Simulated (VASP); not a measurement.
# Ir (I4/mmm) in VASP: a series of runs

The runs below take Ir through single point, with r2SCAN.

Program: VASP 6.6.1. These are calculated values, not measurements. Logs are shortened: lines on timing, memory, paths and dates and some standing lists are left out, and cuts for length are marked.

## Step 1: The cell of the first run

Symmetry: I4/mmm, No. 139, tetragonal system. Conventional cell: a = 2.647 Å, b = 2.647 Å, c = 3.839 Å, α = 90.00°, β = 90.00°, γ = 90.00°. Ir (site symmetry 4/mmm) has 12 Ir at 2.65 to 2.68 Å within 3.5 Å.

## Step 2: Single point, r2SCAN (strain -0.025 along x and y, +0.000 along z)

POSCAR reads:

```
Ir
1.0
    0.0000000000      1.8717075000      1.9197000000
    1.8717075000      0.0000000000      1.9197000000
    1.8717075000      1.8717075000      0.0000000000
Ir
1
Direct
    0.0000000000      0.0000000000      0.0000000000
```

INCAR.step1 reads:

```
SYSTEM = Ir
  PREC = Accurate
  ENCUT = 520
  ISMEAR = 0
  SIGMA = 0.15
  LREAL = .FALSE.
  LASPH = .TRUE.
  NELM = 100
  NBANDS = 10
  GGA = PE
  ALGO = Normal
  EDIFF = 1E-4
  LWAVE = .TRUE.
  LCHARG = .FALSE.
```

INCAR.step2 reads:

```
SYSTEM = Ir
  PREC = Accurate
  ENCUT = 520
  EDIFF = 1E-7
  ISMEAR = 0
  SIGMA = 0.15
  LREAL = .FALSE.
  LASPH = .TRUE.
  NELM = 100
  ALGO = Normal
  ISIF = 2
  LWAVE = .FALSE.
  LCHARG = .FALSE.
  METAGGA = R2SCAN
  LMIXTAU = .TRUE.
  NBANDS = 10
  ISTART = 1
```

KPOINTS reads:

```
regular mesh
0
G
  22 22 22
  0 0 0
```

Potentials or basis: VASP PAW PBE potentials, release 64 (Ir).

The run is started by

```console
$ cat potpaw_PBE.64/Ir/POTCAR > POTCAR
$ cp INCAR.step1 INCAR
$ mpirun -np 1 vasp_std > vasp.out
$ cp INCAR.step2 INCAR
$ mpirun -np 1 vasp_std > vasp.out
```

OUTCAR:

```text
SYSTEM = Ir
   PREC = Accurate
   ENCUT = 520
   EDIFF = 1E-7
   ISMEAR = 0
   LREAL = .FALSE.
   LASPH = .TRUE.
   NELM = 100
   ISIF = 2
   METAGGA = R2SCAN
   ISTART = 1

 ion  position               nearest neighbor table
   1  0.000  0.000  0.000-

  LATTYP: Found a body centered tetragonal cell.
 ALAT       =     2.6469941313
 C/A-ratio  =     1.4504754486

  Lattice vectors:

 A1 = (  -1.8717075000,   0.0000000000,   1.9197000000)
 A2 = (   1.8717075000,   0.0000000000,   1.9197000000)
 A3 = (   0.0000000000,   1.8717075000,  -1.9197000000)

Analysis of symmetry for initial positions (statically):
=====================================================================
 Subroutine PRICEL returns:
 Original cell was already a primitive cell.

 Routine SETGRP: Setting up the symmetry group for a
 body centered tetragonal supercell.

 Subroutine GETGRP returns: Found 16 space group operations
 (whereof 16 operations were pure point group operations)
 out of a pool of 16 trial point group operations.

The static configuration has the point symmetry D_4h.

Analysis of symmetry for dynamics (positions and initial velocities):
=====================================================================
 Subroutine PRICEL returns:
 Original cell was already a primitive cell.

 Routine SETGRP: Setting up the symmetry group for a
 body centered tetragonal supercell.

 Subroutine GETGRP returns: Found 16 space group operations
 (whereof 16 operations were pure point group operations)
 out of a pool of 16 trial point group operations.

The dynamic configuration has the point symmetry D_4h.

 Subroutine INISYM returns: Found 16 space group operations
 (whereof 16 operations are pure point group operations),
 and found     1 'primitive' translations

----------------------------------------------------------------------------------------

                                     Primitive cell

  volume of cell :      13.4505

  direct lattice vectors                    reciprocal lattice vectors
     0.000000000  1.871707500  1.919700000    -0.267135757  0.267135757  0.260457363
     1.871707500  0.000000000  1.919700000     0.267135757 -0.267135757  0.260457363
     1.871707500  1.871707500  0.000000000     0.267135757  0.267135757 -0.260457363

  length of vectors
     2.681144729  2.681144729  2.646994131     0.458869332  0.458869332  0.458869332

  position of ions in fractional coordinates (direct lattice)
[... 82 lines left out ...]
   NFREE  =      0    steps in history (QN), initial steepest desc. (CG)
   ISIF   =      2    stress and relaxation
   ISYM   =      2    0-nonsym 1-usesym 2-fastsym
   POTIM  = 0.5000    time-step for ionic-motion
   TEBEG  =    0.0;   TEEND  =   0.0 temperature during run
   PSTRESS=    0.0 pullay stress
   NELECT =       9.0000    total number of electrons
   NUPDOWN=      -1.0000    fix difference up-down
   EMIN   =  10.00;   EMAX   =-10.00  energy-range for DOS
   EFERMI =   0.00;   METHOD = LEGACY
   ISMEAR =     0;   SIGMA  =   0.15  broadening in eV -4-tet -1-fermi 0-gaus
   EFERMI_NEDOS =   21; number of points for ismear=-14 and -15
   IALGO  =     38    algorithm
   IMIX   =      4    mixing-type and parameters
     AMIX     =   0.40;   BMIX     =  1.00
     AMIX_MAG =   1.60;   BMIX_MAG =  1.00
  volume/ion in A,a.u.               =      13.45        90.77
  Fermi-wavevector in a.u.,A,eV,Ry     =   1.431889  2.705877 27.896092  2.050305
  Thomas-Fermi vector in A             =   2.551576
   LORBIT       =      0    0 simple, 1 ext, 2 COOP (PROOUT), +10 PAW based schemes
   METAGGA = R2SCAN    functional components
   LHFCALC =     F    Hartree Fock is set to
   AEXX    =    0.0000 exact exchange contribution
   IVDW    =     0    specifies the selected vdW correction
   LEPSILON=     F    determine dielectric tensor
   LRPA    =     F    only Hartree local field effects (RPA)
 non-spin polarized calculation
 Gauss-broadening in eV      SIGMA  =   0.15
  energy-cutoff  :      520.00
  volume of cell :       13.45
 maximum number of plane-waves:       375
   NGX =  9   NGY =  9   NGZ =  9

 number of electron       9.0000001 magnetization

 Free energy of the ion-electron system (eV)
  ---------------------------------------------------
  ext. energy  EPLUGINS =         0.00000000
  ---------------------------------------------------
  free energy    TOTEN  =       -52.29290035 eV

  energy without entropy =      -52.28188894  energy(sigma->0) =      -52.28739464

 E-fermi :  11.0564     XC(G=0): -15.6792

 val. band max:       11.0561647807   @ k =   0.3182   0.0455   0.2273
 cond. band min:      11.0568200368   @ k =   0.3182   0.0455   0.2727
 fundamental gap:      0.0006552561
 Fermi energy:        11.0564156695

 k-point     1 :       0.0000    0.0000    0.0000
  band No.  band energies     occupation
      1      -1.0183      2.00000
      2       6.5125      2.00000
      3       6.8879      2.00000
      4       6.8879      2.00000
      5       9.4511      2.00000
      6       9.9477      2.00000
      7      26.0731      0.00000
      8      31.6585      0.00000
      9      32.5461      0.00000
     10      32.5461      0.00000
[... 287 lines left out ...]
 k-point    24 :      -0.4545    0.0455    0.0000
  band No.  band energies     occupation
      1       2.1858      2.00000
      2       6.3470      2.00000
      3       6.8569      2.00000
      4       9.6856      2.00000
      5      11.8725      0.00000
      6      12.6939      0.00000
      7      19.4700      0.00000
      8      25.8992      0.00000
      9      31.9192      0.00000
     10      32.8184      0.00000

 [... further k-points ...]

------------------------ aborting loop because EDIFF is reached ----------------------------------------

  FORCE on cell =-STRESS in cart. coord.  units (eV):
  Direction    XX          YY          ZZ          XY          YZ          ZX
  --------------------------------------------------------------------------------------
  -------------------------------------------------------------------------------------
  Total        2.6022437      2.6022437      1.6534217      0.0000000     -0.0000000     -0.0000000
  in kB      309.9696827    309.9696827    196.9495070      0.0000000     -0.0000000     -0.0000000
  external PRESSURE =     272.2962908 kB  Pullay stress =       0.0000000 kB

 VOLUME and BASIS-vectors are now :
 -----------------------------------------------------------------------------
  energy-cutoff  :      520.00
  volume of cell :       13.45
      direct lattice vectors                 reciprocal lattice vectors
     0.000000000  1.871707500  1.919700000    -0.267135757  0.267135757  0.260457363
     1.871707500  0.000000000  1.919700000     0.267135757 -0.267135757  0.260457363
     1.871707500  1.871707500  0.000000000     0.267135757  0.267135757 -0.260457363

 POSITION                                       TOTAL-FORCE (eV/Angst)
 -----------------------------------------------------------------------------------
      0.00000      0.00000      0.00000        -0.000000     -0.000000      0.000000
 -----------------------------------------------------------------------------------
    total drift:                                0.000000      0.000000     -0.000000

  FREE ENERGIE OF THE ION-ELECTRON SYSTEM (eV)
  ---------------------------------------------------
  free  energy   TOTEN  =       -52.2929003463 eV

  energy  without entropy=      -52.2818889376  energy(sigma->0) =      -52.28739464
```

OUTCAR.step1:

```text
SYSTEM = Ir
   PREC = Accurate
   ENCUT = 520
   ISMEAR = 0
   LREAL = .FALSE.
   LASPH = .TRUE.
   NELM = 100
[... 529 lines left out ...]
 -----------------------------------------------------------------------------------
      0.00000      0.00000      0.00000         0.000000      0.000000      0.000000
 -----------------------------------------------------------------------------------
    total drift:                                0.000000      0.000000      0.000000

  FREE ENERGIE OF THE ION-ELECTRON SYSTEM (eV)
  ---------------------------------------------------
  free  energy   TOTEN  =        -8.7432624570 eV

  energy  without entropy=       -8.7319450387  energy(sigma->0) =       -8.73760375
```

Wall time 3.8 min (1 thread of Intel Xeon Platinum 8488C (Sapphire Rapids), shared host); peak memory 0.23 GiB.

What came out:

- Free energy: -52.2929 eV
- Pressure: 27.2 GPa
- Band gap on the k mesh: zero (an odd number of electrons rules out a gap without spin polarisation)

Stress tensor (GPa, compression positive):
```
31.00  0.00  0.00
 0.00 31.00  0.00
 0.00  0.00 19.69
```

Caveat: the cell differs from its parent crystal (strain -0.025 along x and y, +0.000 along z); the cell stands under pressure; the PAW data sets were made with another functional, which shifts forces and pressure a little; spin-orbit coupling is left out, which moves the levels of the heavy elements.

## Step 3: Single point, r2SCAN (strain -0.025 along x and y, +0.025 along z)

POSCAR reads:

```
Ir
1.0
    0.0000000000      1.8717075000      1.9676925000
    1.8717075000      0.0000000000      1.9676925000
    1.8717075000      1.8717075000      0.0000000000
Ir
1
Direct
    0.0000000000      0.0000000000      0.0000000000
```

INCAR.step1 reads:

```
SYSTEM = Ir
PREC = Accurate
ENCUT = 520
ISMEAR = 0
SIGMA = 0.15
LREAL = .FALSE.
LASPH = .TRUE.
NELM = 60
NBANDS = 10
GGA = PE
ALGO = Normal
EDIFF = 1E-4
LWAVE = .TRUE.
LCHARG = .FALSE.
```

INCAR.step2 reads:

```
SYSTEM = Ir
PREC = Accurate
ENCUT = 520
EDIFF = 1E-7
ISMEAR = 0
SIGMA = 0.15
LREAL = .FALSE.
LASPH = .TRUE.
NELM = 60
ALGO = Normal
ISIF = 2
LWAVE = .FALSE.
LCHARG = .FALSE.
METAGGA = R2SCAN
LMIXTAU = .TRUE.
NBANDS = 10
ISTART = 1
```

KPOINTS is that of step 2.

Potentials or basis: VASP PAW PBE potentials, release 64 (Ir).

The run is started by

```console
$ cat potpaw_PBE.64/Ir/POTCAR > POTCAR
$ cp INCAR.step1 INCAR
$ mpirun -np 1 vasp_std > vasp.out
$ cp INCAR.step2 INCAR
$ mpirun -np 1 vasp_std > vasp.out
```

Run time: 4 min. Hardware: 1 thread of Intel Xeon Platinum 8488C (Sapphire Rapids), shared host; peak memory 0.23 GiB.

The run converged. Its results:

```
Free energy            : -52.3149 eV
Pressure               : 15.8 GPa
Band gap on the k mesh : zero (an odd number of electrons rules out a gap without spin polarisation)
```

Stress tensor (GPa, compression positive):
```
22.86  0.00  0.00
 0.00 22.86  0.00
 0.00  0.00  1.71
```

Levels at points of the mesh, in eV from the Fermi level:
| k point | band 1 | band 2 | band 3 | band 4 | band 5 | band 6 | band 7 | band 8 | band 9 |
| --- | --- | --- | --- | --- | --- | --- | --- | --- | --- |
| (0.00, 0.00, 0.00) | -11.79 | -4.60 | -3.87 | -3.87 | -1.80 | -0.84 | 15.12 | 20.02 | 21.67 |
| (0.50, 0.00, 0.00) | -8.67 | -4.65 | -3.92 | -0.73 | 0.83 | 1.19 | 8.00 | 14.64 | 20.74 |
| (0.50, 0.50, 0.00) | -8.54 | -7.87 | 0.99 | 1.08 | 1.63 | 1.63 | 10.52 | 13.15 | 13.15 |
| (0.50, 0.00, 0.50) | -8.48 | -7.89 | 0.85 | 1.32 | 2.06 | 2.21 | 11.89 | 11.99 | 12.51 |

Caveat: the cell differs from its parent crystal (strain -0.025 along x and y, +0.025 along z); the cell stands under pressure; the PAW data sets were made with another functional, which shifts forces and pressure a little; spin-orbit coupling is left out, which moves the levels of the heavy elements.
